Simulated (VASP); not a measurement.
KCl, 2 atoms in the cell. Symmetry: Fm-3m, No. 225, cubic system. The conventional cell has a = 6.290 Å, b = 6.290 Å, c = 6.290 Å, α = 90.00°, β = 90.00°, γ = 90.00°. K (site symmetry m-3m) has 6 Cl at 3.14 Å within 4.1 Å. Within 4.1 Å of Cl (site symmetry m-3m) lie 6 K at 3.14 Å. 

| Property | Result |
| --- | --- |
| Program | VASP 6.6.1 |
| Task | single point |
| Functional | r2SCAN |
| Potentials or basis | VASP PAW PBE potentials, release 64 (K_sv, Cl) |
| Cutoff | 520 eV |
| k mesh | 6 × 6 × 6 |
| Occupations | methfessel-paxton, width 0.5 eV |
| Spin | no spin polarisation |
| Dipole correction | no |
| Further INCAR settings | ALGO = Normal; EDIFF = 1e-07; NBANDS = 15 |

Potentials or basis: VASP PAW PBE potentials, release 64 (K_sv, Cl).

The run is started by

```sh
$ cat potpaw_PBE.64/K_sv/POTCAR potpaw_PBE.64/Cl/POTCAR > POTCAR
$ cp INCAR.step1 INCAR
$ mpirun -np 1 vasp_std > vasp.out
$ cp INCAR.step2 INCAR
$ mpirun -np 1 vasp_std > vasp.out
```

Hardware: 1 thread of Intel Xeon 6975P-C, with other jobs on the host.

How long does it take, and how much memory?

Wall time 85 s on 1 thread of Intel Xeon 6975P-C, on a shared host, peak memory 0.22 GiB. Counts: k points 16.
